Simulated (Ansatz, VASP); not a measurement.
**Two plane-wave programs on BP**

```
B P
1.0
     0.00000    2.22292    2.25134
     2.22292    0.00000    2.25134
     2.22292    2.22292    0.00000
B P
1 1
Direct
  0.00000 0.00000 0.00000
  0.25000 0.25000 0.25000
```

Change from the starting cell: strained cell.

Alike in both runs: task relaxation of the atoms; functional LDA; k mesh 10 × 10 × 10; occupations gaussian, width 0.02 eV; no spin polarisation.

```csv
,VASP,Ansatz
version,VASP 6.6.1,Ansatz 0.2.0
potentials or method,"VASP PAW LDA potentials, release 64 (B, P), cutoff 450 eV","scalar-relativistic, plane waves, PAW"
valence electrons in the cell,8,8
```

```tsv
	VASP	Ansatz	Ansatz less VASP
gap on the k mesh at the Fermi level, each at its own relaxed structure (eV)	1.03	1.03	-0.001
```

Ansatz warns that its potentials were made for another functional, while VASP's fit it. LDA's correlation is that of Perdew and Zunger in VASP and of Perdew and Wang (1992) in Ansatz. Ansatz's warnings: stress scf threshold loose.

Noted on VASP's run: the relaxation stopped at its first step, so nothing moved.
